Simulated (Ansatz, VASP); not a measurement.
One calculation of SrO, two programs

Contents of INCAR:

```
SYSTEM = SrO
PREC = Accurate
ENCUT = 600
EDIFF = 1E-6
ISMEAR = 0
SIGMA = 0.05
LREAL = .False.
LASPH = .True.
NELM = 120
ALGO = Normal
ISIF = 2
LWAVE = .False.
LCHARG = .False.
GGA = PE
NBANDS = 15
GGA_COMPAT = .False.
```

The input KPOINTS:

```
Automatic mesh
0
Gamma
  6 6 6
  0 0 0
```

File POSCAR:

```
SrO
1.0
    0.0000000000      2.5406370000      2.6184062851
    2.5406370000      0.0000000000      2.6184062851
    2.5406370000      2.5406370000      0.0000000000
Sr O
1 1
Direct
    0.5000000000      0.5000000000      0.5000000000
    0.0000000000      0.0000000000      0.0000000000
```

Input for Ansatz:

```yaml
crystal:
  lattice:
    - [0.0, 2.540637, 2.6184062850729517]
    - [2.540637, 0.0, 2.6184062850729517]
    - [2.540637, 2.540637, 0.0]
  atoms:
    - { symbol: Sr, position: [0.5, 0.5, 0.5] }
    - { symbol: O, position: [0.0, 0.0, 0.0] }
basis:
  ecutwfc: 571.4391111657479
kpoints:
  mp_grid:
    grid: [6, 6, 6]
hamiltonian:
  xc: pbe
  pseudopotentials:
    kind: paw
scf:
  occupations:
    method: gaussian
    width: 0.05
output:
  stress: true
```

Alike in both runs: task single point; functional PBE; k mesh 6 × 6 × 6; occupations gaussian, width 0.05 eV; no spin polarisation.

```csv
,VASP,Ansatz
version,VASP 6.6.1,Ansatz 0.2.0
potentials or method,"VASP PAW PBE potentials, release 64 (Sr_sv, O), cutoff 600 eV","plane waves, PAW"
valence electrons in the cell,16,16
```

VASP gave:

```
pressure (GPa)                                                : 4.0
traceless stress, the component that is largest in VASP (GPa) : -2.82
```

Task: Estimate Ansatz's values.

Result: Pressure (GPa): 3.5; traceless stress, the component that is largest in VASP (GPa): -2.68.

The functional is the same, so the differences come from potentials, cutoffs and numerics.
